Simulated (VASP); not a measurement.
Sb, 1 atom in the cell. It takes space group R-3m (No. 166, trigonal). The conventional cell has a = 4.356 Å, b = 4.356 Å, c = 5.761 Å, α = 90.00°, β = 90.00°, γ = 120.00°. Sb (site symmetry -3m) has 6 Sb at 3.16 Å within 4.2 Å.  This cell differs from its parent crystal: ratio of the length along [111] to the lengths across it x 1.08, volume and fractional coordinates fixed.

```yaml
Program: VASP 6.6.1
Task: single point
Functional: PBEsol
Potentials_or_basis: VASP PAW PBE potentials, release 64 (Sb)
Cutoff: 520 eV
k_mesh: 16 × 16 × 16
Occupations: gaussian, width 0.15 eV
Spin: no spin polarisation
Dipole_correction: no
Further_INCAR_settings: ALGO = Normal; EDIFF = 1e-06; NBANDS = 8
```

Potentials or basis: VASP PAW PBE potentials, release 64 (Sb).

Launch:

```sh
$ cat potpaw_PBE.64/Sb/POTCAR > POTCAR
$ mpirun -np 1 vasp_std > vasp.out
```

Hardware: 1 thread of AMD EPYC 9R45 96-Core Processor (Zen 5), with other jobs on the host.

Question: How long does it take, and how much memory?

Answer: Wall time 23 s on 1 thread of AMD EPYC 9R45 96-Core Processor (Zen 5), on a shared host, peak memory 0.19 GiB. Counts: scf iterations 9, k points 417.
